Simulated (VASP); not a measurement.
Here is a VASP 6.6.1 calculation.

File INCAR:

```
PREC = Accurate
ENCUT = 500
EDIFF = 1E-6
ISMEAR = -1
SIGMA = 0.05
LREAL = False
LASPH = True
NELM = 120
ALGO = Normal
ISIF = 2
LWAVE = False
LCHARG = True
GGA = PS
LELF = True
LVHAR = True
NBANDS = 29
GGA_COMPAT = False
```

File KPOINTS:

```
Automatic mesh
0
Gamma
  9 9 9
```

POSCAR

```
TiPt3
1.0
    3.9734311690      0.0000000000      0.0000000000
    0.0000000000      3.9734311690      0.0000000000
    0.0000000000      0.0000000000      3.9734311690
Ti Pt
1 3
Direct
    0.0000000000      0.0000000000      0.0000000000
    0.0000000000      0.5000000000      0.5000000000
    0.5000000000      0.0000000000      0.5000000000
    0.5000000000      0.5000000000      0.0000000000
```

Potentials or basis: VASP PAW PBE potentials, release 64 (Ti_sv, Pt).

Command:

```sh
$ cat potpaw_PBE.64/Ti_sv/POTCAR potpaw_PBE.64/Pt/POTCAR > POTCAR
$ mpirun -np 1 vasp_std > vasp.out
```

Task: Predict the band gap on the k mesh.

Result: Zero (bands 21 and 22 overlap by 1.40 eV).

Task: What does it give for the pressure?

Result: -13.2 GPa.

Caveat: the cell stands under tension; the PAW data sets were made with another functional, which shifts forces and pressure a little; spin-orbit coupling is left out, which moves the levels of the heavy elements.
